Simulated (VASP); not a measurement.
**MgF2: single point with PBE**

The system is MgF2.

```
Mg F
1.0
     4.48632    0.00000    0.00000
     0.00000    4.48632    0.00000
     0.00000    0.00000    2.98431
Mg F
2 4
Direct
  0.00000 0.00000 0.00000
  0.50000 0.50000 0.50000
  0.30176 0.30176 0.00000
  0.19824 0.80176 0.50000
  0.69824 0.69824 0.00000
  0.80176 0.19824 0.50000
```

```json
{
 "Program": "VASP 6.6.1",
 "Task": "single point",
 "Functional": "PBE",
 "Potentials or basis": "VASP PAW PBE potentials, release 64 (Mg, F)",
 "Cutoff": "600 eV",
 "k mesh": "6 × 6 × 8",
 "Occupations": "gaussian, width 0.02 eV",
 "Spin": "no spin polarisation",
 "Dipole correction": "no",
 "Further INCAR settings": "ALGO = Normal; EDIFF = 1e-06; NBANDS = 25"
}
```

* Pressure: 14.4 GPa
* Band gap on the k mesh: 7.68 eV

Stress tensor (GPa, compression positive):
```
14.42  0.00  0.00
 0.00 14.42  0.00
 0.00  0.00 14.30
```

Levels at points of the mesh, in eV from the valence-band top:
| k point | band 14 | band 15 | band 16 | band 17 | band 18 | band 19 |
| --- | --- | --- | --- | --- | --- | --- |
| (0.00, 0.00, 0.00) | -0.33 | -0.33 | 0.00 | 7.68 | 12.80 | 12.80 |
| (0.50, 0.00, 0.00) | -1.05 | -0.41 | -0.41 | 10.18 | 10.18 | 14.09 |
| (0.50, 0.50, 0.00) | -1.04 | -0.87 | -0.87 | 11.91 | 11.91 | 12.11 |
| (0.00, 0.00, 0.50) | -1.34 | -0.95 | -0.95 | 12.53 | 12.53 | 15.53 |
| (0.50, 0.00, 0.50) | -0.80 | -0.74 | -0.74 | 13.41 | 13.41 | 14.26 |
| (0.50, 0.50, 0.50) | -0.69 | -0.50 | -0.50 | 13.80 | 13.80 | 14.23 |

It took 90 s on 1 thread of Intel Xeon 8259CL, on a shared host, peak memory 0.23 GiB.

Caveat: the cell stands under pressure. A k mesh can miss the band edges.
